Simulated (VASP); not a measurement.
## AlSn: single point with PBE

Crystal: AlSn.

```
Al Sn
1.0
     4.08303    0.00000    0.00000
    -2.04152    3.53601    0.00000
     0.00000    0.00000    3.21620
Al Sn
1 1
Direct
  0.00000 0.00000 0.00000
  0.33333 0.66667 0.50000
```

| Item | Value |
| --- | --- |
| Program | VASP 6.6.1 |
| Task | single point |
| Functional | PBE |
| Potentials or basis | VASP PAW PBE potentials, release 64 (Al, Sn_d) |
| Cutoff | 520 eV |
| k mesh | 8 × 8 × 9 |
| Occupations | methfessel-paxton, width 0.1 eV |
| Spin | no spin polarisation |
| Dipole correction | no |
| Further INCAR settings | ALGO = Normal; EDIFF = 1e-06; NBANDS = 16 |

```
Pressure               : 4.8 GPa
Band gap on the k mesh : zero (an odd number of electrons rules out a gap without spin polarisation)
```

Stress tensor (GPa, compression positive):
```
5.52 0.00 0.00
0.00 5.52 0.00
0.00 0.00 3.45
```

Levels at points of the mesh, in eV from the Fermi level:
| k point | band 6 | band 7 | band 8 | band 9 | band 10 | band 11 |
| --- | --- | --- | --- | --- | --- | --- |
| (0.00, 0.00, 0.00) | -11.03 | -0.28 | -0.28 | 1.17 | 2.76 | 3.17 |
| (0.50, 0.00, 0.00) | -9.02 | -6.73 | -2.03 | 0.59 | 4.74 | 6.90 |

It took 34 s on 1 thread of Intel Xeon 8259CL, with other jobs on the host, peak memory 0.18 GiB.

Caveat: the cell stands under pressure; spin-orbit coupling is left out, which moves the levels of the heavy elements.
